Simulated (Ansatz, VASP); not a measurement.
**One calculation of HgPt, two programs**

File INCAR:

```
PREC = Accurate
ENCUT = 430
EDIFF = 1E-8
ISMEAR = -1
SIGMA = 0.03
LREAL = F
LASPH = T
NELM = 120
ALGO = Normal
ISIF = 2
LWAVE = F
LCHARG = F
GGA = CA
LEFG = T
NBANDS = 26
GGA_COMPAT = F
```

KPOINTS

```
Automatic mesh
0
Gamma
  12 12 10
```

POSCAR

```
HgPt
1.0
    2.9710000000      0.0000000000      0.0000000000
    0.0000000000      2.9710000000      0.0000000000
    0.0000000000      0.0000000000      3.8250000000
Hg Pt
1 1
Direct
    0.0000000000      0.0000000000      0.0000000000
    0.5000000000      0.5000000000      0.5000000000
```

Input for Ansatz:

```yaml
crystal:
  lattice:
    - [2.971, 0.0, 0.0]
    - [0.0, 2.971, 0.0]
    - [0.0, 0.0, 3.825]
  atoms:
    - { symbol: Hg, position: [0.0, 0.0, 0.0] }
    - { symbol: Pt, position: [0.5, 0.5, 0.5] }
kpoints:
  mp_grid: { grid: [12, 12, 10] }
  band_path:
    path:
      - [0.0, 0.0, 0.0]
      - [0.0, 0.5, 0.0]
      - [0.5, 0.5, 0.0]
      - [0.0, 0.0, 0.0]
      - [0.0, 0.0, 0.5]
      - [0.0, 0.5, 0.5]
      - [0.5, 0.5, 0.5]
      - [0.0, 0.0, 0.5]
      - [0.0, 0.5, 0.0]
    npoints: 14
scf:
  occupations: { method: fermi_dirac, width: 0.03 }
hamiltonian:
  xc: lda
  pseudopotentials: { kind: paw }
output:
  forces: true
  stress: true
  eigenvalues: true
  efg: { contact_densities: true }
  populations: true
  bader: true
  dos: { projected: true, de: 0.2, e_range: [-14, 8] }
  write_density: true
  write_potential: true
  elf: true
  volumetric_format: npy
```

Alike in both runs: task electric field gradients; functional LDA; k mesh 12 × 12 × 10; occupations fermi-dirac, width 0.03 eV; no spin polarisation.

```csv
,VASP,Ansatz
version,VASP 6.6.1,Ansatz 0.2.0
potentials or method,"VASP PAW LDA potentials, release 64 (Hg_sv_GW, Pt_sv_GW)","PAW with Ansatz's default frozen-core files, scalar-relativistic"
plane-wave cutoff (eV),430,420
valence electrons in the cell,38,38
```

Ansatz gave:

- size of Vzz on the site where it differs most (V/Å²): 94.4

Estimate VASP's values.

size of Vzz on the site where it differs most (V/Å²): 120.7.

LDA's correlation is that of Perdew and Zunger in VASP and of Perdew and Wang (1992) in Ansatz.

Spin-orbit coupling is off throughout.
